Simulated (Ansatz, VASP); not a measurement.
**One calculation of AlN, two programs**

```
Al N
1.0
    -1.63784    2.83682    0.00000
     0.00000    0.00000    4.10063
     4.91352    2.83682    0.00000
Al N
4 4
Direct
  0.32594 0.75000 0.20959
  0.00000 0.75000 0.66667
  0.00000 0.25000 0.33333
  0.50000 0.25000 0.83333
  0.50000 0.25000 0.16667
  0.00000 0.25000 0.66667
  0.00000 0.75000 0.33333
  0.50000 0.75000 0.83333
```

Alike in both runs: task single point; functional LDA; k mesh 8 × 6 × 4; occupations gaussian, width 0.05 eV; no spin polarisation.

```csv
,VASP,Ansatz
version,VASP 6.6.1,Ansatz 0.2.0
potentials or method,"VASP PAW LDA potentials, release 64 (Al, N), cutoff 520 eV","scalar-relativistic, plane waves, PAW"
valence electrons in the cell,32,32
```

VASP gave:

* gap on the k mesh at the Fermi level (eV): 3.23
* least direct gap on the mesh (eV): 3.23
* rms of the force components (eV/Å): 12.341

**Question.** Estimate Ansatz's values.

**Answer.** gap on the k mesh at the Fermi level (eV): 3.24; least direct gap on the mesh (eV): 3.24; rms of the force components (eV/Å): 12.644.

Ansatz warns that its potentials were made for another functional, while VASP's fit it. LDA's correlation is that of Perdew and Zunger in VASP and of Perdew and Wang (1992) in Ansatz. Atom by atom the forces differ by 0.304 eV/Å (rms over components).
